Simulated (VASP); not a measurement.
# WSe3 (I4/mmm) in VASP: notebook

Runs on WSe3. Level: PBE. Tasks: single point.

All numbers are computed with VASP 6.6.1; they aren't measurements. Logs are shortened: lines on timing, memory, paths and dates and some standing lists are left out, and cuts for length are marked.

## 1. The cell of the first run

The structure is tetragonal, space group I4/mmm (No. 139). Conventional cell: a = 4.395 Å, b = 4.395 Å, c = 9.816 Å, α = 90.00°, β = 90.00°, γ = 90.00°. Within 4.1 Å of W (site symmetry 4/mmm) lie 12 Se at 3.11 to 3.29 Å. Se (site symmetry 4/mmm) has 4 W at 3.11 Å and 8 Se at 3.29 Å within 4.1 Å. Within 4.1 Å of Se (site symmetry -4m2) lie 8 Se at 3.11 to 3.29 Å and 4 W at 3.29 Å.

## 2. Single point, PBE

INCAR reads:

```
SYSTEM = WSe3
PREC = Accurate
ENCUT = 520
EDIFF = 1E-6
ISMEAR = 0
SIGMA = 0.1
LREAL = .False.
LASPH = .True.
NELM = 60
ALGO = Normal
ISIF = 2
LWAVE = .False.
LCHARG = .False.
GGA = PE
NBANDS = 24
```

KPOINTS reads:

```
Automatic mesh
0
Gamma
  6 6 6
  0 0 0
```

POSCAR reads:

```
WSe3
1.0
   -2.1972907733      2.1972907733      4.9082339352
    2.1972907733     -2.1972907733      4.9082339352
    2.1972907733      2.1972907733     -4.9082339352
W Se
1 3
Direct
    0.0000000000      0.0000000000      0.0000000000
    0.5000000000      0.5000000000      0.0000000000
    0.2500000000      0.7500000000      0.5000000000
    0.7500000000      0.2500000000      0.5000000000
```

Potentials or basis: VASP PAW PBE potentials, release 64 (W_sv, Se).

Command:

```console
$ cat potpaw_PBE.64/W_sv/POTCAR potpaw_PBE.64/Se/POTCAR > POTCAR
$ mpirun -np 1 vasp_std > vasp.out
```

OUTCAR:

```text
SYSTEM = WSe3
   PREC = Accurate
   ENCUT = 520
   EDIFF = 1E-6
   ISMEAR = 0
   LREAL = .False.
   LASPH = .True.
   NELM = 60
   ISIF = 2
   GGA = PE

 ion  position               nearest neighbor table
   1  0.000  0.000  0.000-   2 3.11   2 3.11   2 3.11   2 3.11
   2  0.500  0.500  0.000-   1 3.11   1 3.11   1 3.11   1 3.11
   3  0.250  0.750  0.500-
   4  0.750  0.250  0.500-

  LATTYP: Found a body centered tetragonal cell.
 ALAT       =     4.3945815466
 C/A-ratio  =     2.2337662338

  Lattice vectors:

 A1 = (  -2.1972907733,   2.1972907733,   4.9082339352)
 A2 = (   2.1972907733,  -2.1972907733,   4.9082339352)
 A3 = (   2.1972907733,   2.1972907733,  -4.9082339352)

Analysis of symmetry for initial positions (statically):
=====================================================================
 Subroutine PRICEL returns:
 Original cell was already a primitive cell.

 Routine SETGRP: Setting up the symmetry group for a
 body centered tetragonal supercell.

 Subroutine GETGRP returns: Found 16 space group operations
 (whereof 16 operations were pure point group operations)
 out of a pool of 16 trial point group operations.

The static configuration has the point symmetry D_4h.

Analysis of symmetry for dynamics (positions and initial velocities):
=====================================================================
 Subroutine PRICEL returns:
 Original cell was already a primitive cell.

 Routine SETGRP: Setting up the symmetry group for a
 body centered tetragonal supercell.

 Subroutine GETGRP returns: Found 16 space group operations
 (whereof 16 operations were pure point group operations)
 out of a pool of 16 trial point group operations.

The dynamic configuration has the point symmetry D_4h.

 Subroutine INISYM returns: Found 16 space group operations
 (whereof 16 operations are pure point group operations),
 and found     1 'primitive' translations

----------------------------------------------------------------------------------------

                                     Primitive cell

  volume of cell :      94.7895

  direct lattice vectors                    reciprocal lattice vectors
    -2.197290773  2.197290773  4.908233935     0.000000000  0.227552951  0.101869635
     2.197290773 -2.197290773  4.908233935     0.227552951  0.000000000  0.101869635
     2.197290773  2.197290773 -4.908233935     0.227552951  0.227552951  0.000000000

  length of vectors
     5.809211121  5.809211121  5.809211121     0.249314597  0.249314597  0.321808470

  position of ions in fractional coordinates (direct lattice)
     0.000000000  0.000000000  0.000000000
     0.500000000  0.500000000  0.000000000
     0.250000000  0.750000000  0.500000000
     0.750000000  0.250000000  0.500000000

  ion indices of the primitive-cell ions
   primitive index   ion index
                 1           1
                 2           2
                 3           3
                 4           4

----------------------------------------------------------------------------------------

 KPOINTS: Automatic mesh

Automatic generation of k-mesh.
 Grid dimensions read from file:
 generate k-points for:    6    6    6

 Generating k-lattice:

  Cartesian coordinates                     Fractional coordinates (reciprocal lattice)
     0.000000000  0.037925492  0.016978273     0.166666667 -0.000000000  0.000000000
     0.037925492  0.000000000  0.016978273    -0.000000000  0.166666667  0.000000000
     0.037925492  0.037925492  0.000000000     0.000000000  0.000000000  0.166666667

  Length of vectors
     0.041552433  0.041552433  0.053634745

  Shift w.r.t. Gamma in fractional coordinates (k-lattice)
     0.000000000  0.000000000  0.000000000

 Subroutine IBZKPT returns following result:
 ===========================================

 Found     30 irreducible k-points:

 Following reciprocal coordinates:
            Coordinates               Weight
  0.000000  0.000000  0.000000      1.000000
  0.166667 -0.000000  0.000000      8.000000
  0.333333 -0.000000  0.000000      8.000000
  0.500000 -0.000000  0.000000      4.000000
  0.166667  0.166667  0.000000      8.000000
  0.333333  0.166667  0.000000     16.000000
[... 16 lines left out ...]
 -0.333333 -0.333333  0.166667      8.000000
 -0.166667 -0.333333  0.166667      8.000000
 [... further k-points ...]
   k-points           NKPTS =     30   k-points in BZ     NKDIM =     30   number of bands    NBANDS=     24
   number of dos      NEDOS =    301   number of ions     NIONS =      4
   total plane-waves  NPLWV = 110592
   dimension x,y,z NGX =    48 NGY =   48 NGZ =   48
   dimension x,y,z NGXF=    96 NGYF=   96 NGZF=   96
   ions per type =               1   3
   NGX,Y,Z   is equivalent  to a cutoff of  13.74, 13.74, 13.74 a.u.
   NGXF,Y,Z  is equivalent  to a cutoff of  27.47, 27.47, 27.47 a.u.
 SYSTEM =  WSe3
   PREC   = accura    normal or accurate (medium, high low for compatibility)
   ISTART =      0    job   : 0-new  1-cont  2-samecut
   ICHARG =      2    charge: 1-file 2-atom 10-const
   ISPIN  =      1    spin polarized calculation?
   LNONCOLLINEAR =      F non collinear calculations
   LSORBIT =      F    spin-orbit coupling
   LASPH  =      T    aspherical Exc in radial PAW
   ENCUT  =  520.0 eV  38.22 Ry    6.18 a.u.  10.80 10.80 10.80*2*pi/ulx,y,z
   NELM   =     60;   NELMIN=  2; NELMDL= -5     # of ELM steps
   EDIFF  = 0.1E-05   stopping-criterion for ELM
   LREAL  =      F    real-space projection
   EDIFFG = 0.1E-04   stopping-criterion for IOM
   NSW    =      0    number of steps for IOM
   IBRION =     -1    ionic relax: 0-MD 1-quasi-New 2-CG
   NFREE  =      0    steps in history (QN), initial steepest desc. (CG)
   ISIF   =      2    stress and relaxation
   ISYM   =      2    0-nonsym 1-usesym 2-fastsym
   POTIM  = 0.5000    time-step for ionic-motion
   TEBEG  =    0.0;   TEEND  =   0.0 temperature during run
   PSTRESS=    0.0 pullay stress
   NELECT =      32.0000    total number of electrons
   NUPDOWN=      -1.0000    fix difference up-down
   EMIN   =  10.00;   EMAX   =-10.00  energy-range for DOS
   EFERMI =   0.00;   METHOD = LEGACY
   ISMEAR =     0;   SIGMA  =   0.10  broadening in eV -4-tet -1-fermi 0-gaus
   EFERMI_NEDOS =   21; number of points for ismear=-14 and -15
   IALGO  =     38    algorithm
   IMIX   =      4    mixing-type and parameters
     AMIX     =   0.40;   BMIX     =  1.00
     AMIX_MAG =   1.60;   BMIX_MAG =  1.00
  volume/ion in A,a.u.               =      23.70       159.92
  Fermi-wavevector in a.u.,A,eV,Ry     =   1.139912  2.154122 17.679407  1.299400
  Thomas-Fermi vector in A             =   2.276615
   LORBIT       =      0    0 simple, 1 ext, 2 COOP (PROOUT), +10 PAW based schemes
   GGA     = PE    functional components
   LHFCALC =     F    Hartree Fock is set to
   AEXX    =    0.0000 exact exchange contribution
   IVDW    =     0    specifies the selected vdW correction
   LEPSILON=     F    determine dielectric tensor
   LRPA    =     F    only Hartree local field effects (RPA)
 non-spin polarized calculation
 Gauss-broadening in eV      SIGMA  =   0.10
  energy-cutoff  :      520.00
  volume of cell :       94.79
 maximum number of plane-waves:      2588
 NGX is ok and might be reduce to    48
   NGX = 21   NGY = 21   NGZ = 21

 number of electron      32.0000002 magnetization

 Free energy of the ion-electron system (eV)
  ---------------------------------------------------
  ext. energy  EPLUGINS =         0.00000000
  ---------------------------------------------------
  free energy    TOTEN  =       -18.31248856 eV

  energy without entropy =      -18.28590732  energy(sigma->0) =      -18.29919794

 E-fermi :   4.8369     XC(G=0): -10.2881

 val. band max:        4.8366706993   @ k =   0.0000   0.0000   0.0000
 cond. band min:       4.8397041903   @ k =   0.0000   0.0000   0.0000
 fundamental gap:      0.0030334911
 Fermi energy:         4.8368741232

 k-point     1 :       0.0000    0.0000    0.0000
  band No.  band energies     occupation
      1     -70.1917      2.00000
      2     -34.3921      2.00000
      3     -34.2066      2.00000
      4     -34.2066      2.00000
      5      -9.8767      2.00000
      6      -7.2599      2.00000
[... 16 lines left out ...]
     23       9.9772      0.00000
     24      12.4062      0.00000

 k-point     2 :       0.1667   -0.0000    0.0000
  band No.  band energies     occupation
      1     -70.1917      2.00000
      2     -34.3920      2.00000
      3     -34.2075      2.00000
      4     -34.2065      2.00000
      5      -9.7010      2.00000
      6      -7.3048      2.00000
[... 16 lines left out ...]
     23      10.0911      0.00000
     24      12.1908      0.00000

 k-point     3 :       0.3333   -0.0000    0.0000
  band No.  band energies     occupation
      1     -70.1916      2.00000
      2     -34.3919      2.00000
      3     -34.2093      2.00000
      4     -34.2063      2.00000
      5      -9.2094      2.00000
      6      -7.6733      2.00000
[... 16 lines left out ...]
     23      10.5818      0.00000
     24      11.0126      0.00000

 k-point     4 :       0.5000   -0.0000    0.0000
  band No.  band energies     occupation
      1     -70.1916      2.00000
      2     -34.3919      2.00000
      3     -34.2102      2.00000
      4     -34.2062      2.00000
      5      -8.6444      2.00000
      6      -8.2823      2.00000
[... 16 lines left out ...]
     23       9.0428      0.00000
     24      10.1567      0.00000

 k-point     5 :       0.1667    0.1667    0.0000
  band No.  band energies     occupation
      1     -70.1916      2.00000
      2     -34.3920      2.00000
      3     -34.2074      2.00000
      4     -34.2074      2.00000
      5      -9.4854      2.00000
      6      -7.4328      2.00000
[... 16 lines left out ...]
     23      10.3165      0.00000
     24      10.9855      0.00000

 k-point     6 :       0.3333    0.1667    0.0000
  band No.  band energies     occupation
      1     -70.1916      2.00000
      2     -34.3919      2.00000
      3     -34.2092      2.00000
      4     -34.2072      2.00000
      5      -8.9886      2.00000
      6      -7.7718      2.00000
[... 16 lines left out ...]
     23      10.0988      0.00000
     24      11.0729      0.00000
[... 379 lines left out ...]
 k-point    21 :      -0.3333    0.5000    0.1667
  band No.  band energies     occupation
      1     -70.1916      2.00000
      2     -34.3919      2.00000
      3     -34.2092      2.00000
      4     -34.2072      2.00000
      5      -8.7454      2.00000
      6      -8.0258      2.00000
[... 16 lines left out ...]
     23      10.0741      0.00000
     24      10.5273      0.00000

 k-point    22 :      -0.1667    0.5000    0.1667
  band No.  band energies     occupation
      1     -70.1916      2.00000
      2     -34.3920      2.00000
      3     -34.2093      2.00000
      4     -34.2063      2.00000
      5      -8.9742      2.00000
      6      -7.9519      2.00000
[... 16 lines left out ...]
     23      10.0880      0.00000
     24      10.9945      0.00000

 k-point    23 :      -0.3333   -0.3333    0.1667
  band No.  band energies     occupation
      1     -70.1916      2.00000
      2     -34.3921      2.00000
      3     -34.2074      2.00000
      4     -34.2074      2.00000
      5      -9.2342      2.00000
      6      -7.8267      2.00000
[... 16 lines left out ...]
     23      10.3243      0.00000
     24      11.2320      0.00000

 k-point    24 :      -0.1667   -0.3333    0.1667
  band No.  band energies     occupation
      1     -70.1916      2.00000
      2     -34.3921      2.00000
      3     -34.2075      2.00000
      4     -34.2065      2.00000
      5      -9.5091      2.00000
      6      -7.6476      2.00000
[... 16 lines left out ...]
     23      10.0064      0.00000
     24      11.9468      0.00000

 [... further k-points ...]
[... 5 lines left out ...]
  --------------------------------------------------------------------------------------
  -------------------------------------------------------------------------------------
  Total       -8.3397063     -8.3397063    -11.7850518      0.0000000      0.0000000      0.0000000
  in kB     -140.9616671   -140.9616671   -199.1965293      0.0000000      0.0000000      0.0000000
  external PRESSURE =    -160.3732878 kB  Pullay stress =       0.0000000 kB

 VOLUME and BASIS-vectors are now :
 -----------------------------------------------------------------------------
  energy-cutoff  :      520.00
  volume of cell :       94.79
      direct lattice vectors                 reciprocal lattice vectors
    -2.197290773  2.197290773  4.908233935     0.000000000  0.227552951  0.101869635
     2.197290773 -2.197290773  4.908233935     0.227552951  0.000000000  0.101869635
     2.197290773  2.197290773 -4.908233935     0.227552951  0.227552951  0.000000000

 POSITION                                       TOTAL-FORCE (eV/Angst)
 -----------------------------------------------------------------------------------
      0.00000      0.00000      0.00000         0.000000      0.000000     -0.000000
      0.00000      0.00000      4.90823         0.000000      0.000000     -0.000000
      2.19729      0.00000      2.45412        -0.000000     -0.000000      0.000000
      0.00000      2.19729      2.45412        -0.000000      0.000000     -0.000000
 -----------------------------------------------------------------------------------
    total drift:                                0.000000     -0.000000      0.000000

  FREE ENERGIE OF THE ION-ELECTRON SYSTEM (eV)
  ---------------------------------------------------
  free  energy   TOTEN  =       -18.3124885609 eV

  energy  without entropy=      -18.2859073196  energy(sigma->0) =      -18.29919794
```

It took 1.9 min on 1 thread of Intel Xeon 6975P-C, shared host; peak memory 0.35 GiB.

What came out:

```
Free energy            : -18.3125 eV
Pressure               : -16.0 GPa
Band gap on the k mesh : zero (band 16 reaches 5.00 eV, above the bottom of band 17 at 3.91 eV)
```

Levels at points of the mesh, in eV from the Fermi level:
```csv
k point,band 12,band 13,band 14,band 15,band 16,band 17,band 18,band 19,band 20,band 21
"(0.00, 0.00, 0.00)",-2.41,-2.41,-0.58,-0.49,0.00,0.00,0.60,0.60,0.65,0.65
"(0.50, 0.00, 0.00)",-2.46,-2.29,-2.12,-2.05,-0.29,0.22,0.61,1.23,1.68,2.37
"(0.50, 0.50, 0.00)",-2.94,-1.10,-0.30,-0.19,0.03,0.12,0.49,0.61,1.53,1.56
"(0.50, 0.50, 0.50)",-1.15,-1.15,-1.13,-0.98,-0.93,-0.93,-0.44,-0.40,1.07,1.07
```

Caveat: spin-orbit coupling is left out, which moves the levels of the heavy elements.

## 3. Single point, PBE, collinear spin, ferrimagnetic start

INCAR reads:

```
  PREC = Accurate
  ENCUT = 520
  EDIFF = 1E-6
  ISMEAR = 0
  SIGMA = 0.1
  LREAL = False
  LASPH = True
  NELM = 150
  ALGO = Normal
  ISIF = 2
  LWAVE = False
  LCHARG = False
  ISPIN = 2
  MAGMOM = 2.49 -0.26 -0.28 -0.28
  LORBIT = 11
  LMAXMIX = 4
  GGA = PE
  NBANDS = 28
```

KPOINTS reads:

```
Automatic mesh
0
Gamma
  6 6 6
```

POSCAR is that of step 2.

Potentials or basis: VASP PAW PBE potentials, release 64 (W_sv, Se).

Command:

```console
$ cat potpaw_PBE.64/W_sv/POTCAR potpaw_PBE.64/Se/POTCAR > POTCAR
$ mpirun -np 1 vasp_std > vasp.out
```

Wall time 5.2 min (1 thread of Intel Xeon 6975P-C, shared host); peak memory 0.47 GiB.

Results (log left out):

| Property | Result |
| --- | --- |
| Free energy | -18.5374 eV |
| Pressure | -13.0 GPa |
| Net moment | 1.89 μB per cell |
| Site moments | W +2.17; Se -0.20 μB |
| Valence electrons inside the program's atomic spheres | W 11.46; Se 3.67, 3.60 |

Stress tensor (GPa, compression positive):
```
-12.58   0.00   0.00
  0.00 -12.58   0.00
  0.00   0.00 -13.82
```

Levels at points of the mesh, in eV from the Fermi level:
Spin up:
```
           k point  band 13  band 14  band 15  band 16  band 17  band 18  band 19  band 20  band 21  band 22
(0.00, 0.00, 0.00)    -2.40    -1.26    -1.26    -0.59    -0.04    -0.04     0.03     0.69     0.69     0.95
(0.50, 0.00, 0.00)    -2.42    -2.26    -2.00    -1.00    -0.36     0.10     0.99     1.41     1.92     3.50
(0.50, 0.50, 0.00)    -1.05    -1.05    -0.90    -0.84    -0.62     0.10     0.58     1.09     1.60     1.78
(0.50, 0.50, 0.50)    -1.52    -1.38    -1.22    -1.11    -1.09    -1.09    -1.05     1.04     1.04     1.55
```
Spin down:
```csv
k point,band 13,band 14,band 15,band 16,band 17,band 18
"(0.00, 0.00, 0.00)",-2.54,-0.10,0.11,0.28,0.50,0.50
"(0.50, 0.00, 0.00)",-2.24,-2.22,-1.98,0.07,1.12,1.32
"(0.50, 0.50, 0.00)",-1.21,0.29,0.46,0.68,0.73,0.92
"(0.50, 0.50, 0.50)",-1.31,-1.31,-0.39,-0.39,-0.14,0.35
```

Caveat: spin-orbit coupling is left out, which moves the levels of the heavy elements.
